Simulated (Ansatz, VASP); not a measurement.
**LiHF2: VASP beside Ansatz**

```xyz
4
Lattice="1.4855 0.8576 4.3502 -1.4855 0.8576 4.3502 0.0000 -1.7153 4.3502" Properties=species:S:1:pos:R:3 pbc="T T T"
Li    0.0000    0.0000    0.0000
H     0.0000    0.0000    6.5253
F     0.0000    0.0000    5.3916
F     0.0000    0.0000    7.6590
```

Change from the starting cell: volume scaled by 0.980, atoms relaxed by PAW.

Alike in both runs: task relaxation of the atoms; functional PBEsol; k mesh 8 × 8 × 8; no spin polarisation.

```csv
,VASP,Ansatz
version,VASP 6.6.1,Ansatz 0.2.0
potentials or method,"VASP PAW PBE potentials, release 64 (Li_sv, H, F)","PAW with Ansatz's default frozen-core files, scalar-relativistic"
plane-wave cutoff (eV),520,420
occupations,"gaussian, width 0.01 eV",fixed
valence electrons in the cell,18,18
```

|  | VASP | Ansatz | Ansatz less VASP |
| --- | --- | --- | --- |
| gap on the k mesh at the Fermi level, each at its own relaxed structure (eV) | 8.18 | 8.21 | +0.033 |

VASP's potentials were made for PBE, not for PBEsol. Ansatz's warnings: stress scf threshold loose.

Noted on VASP's run: the cutoff is short for stress, so the pressure is rough.
